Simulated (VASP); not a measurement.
Write the native input for VASP 6.6.1 that does the following.

```yaml
Task: single point
Functional: LDA
Potentials_or_basis: VASP PAW LDA potentials, release 64 (Sn_d, O)
Cutoff: 520 eV
k_mesh: 6 × 6 × 10
Occupations: gaussian, width 0.05 eV
Spin: no spin polarisation
Dipole_correction: no
Further_INCAR_settings: ALGO = Normal; EDIFF = 1e-06; NBANDS = 35
```

The structure of SnO2 lies in POSCAR:

```
SnO2
1.0
    4.5907690071      0.0000000000      0.0000000000
    0.0000000000      4.5912560723      0.0000000000
    0.0000000000      0.0000000000      3.1014267489
Sn O
2 4
Direct
    0.5000000000      0.5000000000      0.5000000000
    0.0000000000      0.0000000000      0.0000000000
    0.3043562823      0.3046353905      0.0000000000
    0.8043562823      0.1953646095      0.5000000000
    0.1956437177      0.8046353905      0.5000000000
    0.6956437177      0.6953646095      0.0000000000
```

One way to write it, as run:

INCAR

```
SYSTEM = SnO2
ALGO     = Normal         ! electronic algorithm
EDIFF    = 1E-6           ! SCF threshold, eV
ENCUT    = 520            ! plane-wave cutoff, eV
ISIF     = 2              ! what is computed and relaxed
ISMEAR   = 0              ! smearing method
LASPH    = .True.         ! aspherical terms in the spheres
LCHARG   = .False.        ! write CHGCAR
LREAL    = .False.        ! projectors in reciprocal space
LWAVE    = .False.        ! write WAVECAR
NBANDS   = 35             ! bands
NELM     = 60             ! most SCF steps
PREC     = Accurate       ! precision mode
SIGMA    = 0.05           ! smearing width, eV
```

KPOINTS

```
k-points
0
Gamma
  6 6 10
  0 0 0
```

Potentials or basis: VASP PAW LDA potentials, release 64 (Sn_d, O).

Run with:

```sh
$ cat potpaw_LDA.64/Sn_d/POTCAR potpaw_LDA.64/O/POTCAR > POTCAR
$ mpirun -np 1 vasp_std > vasp.out
```

Results of the run:

```json
{
 "Pressure": "23.5 GPa",
 "Largest force": "0.028 eV/Å",
 "Band gap on the k mesh": "2.22 eV"
}
```

Caveat: the cell stands under pressure; spin-orbit coupling is left out, which moves the levels of the heavy elements.

It took 75 s on 1 thread of Intel(R) Xeon(R) 6975P-C (Granite Rapids), with other jobs on the host, peak memory 0.27 GiB.
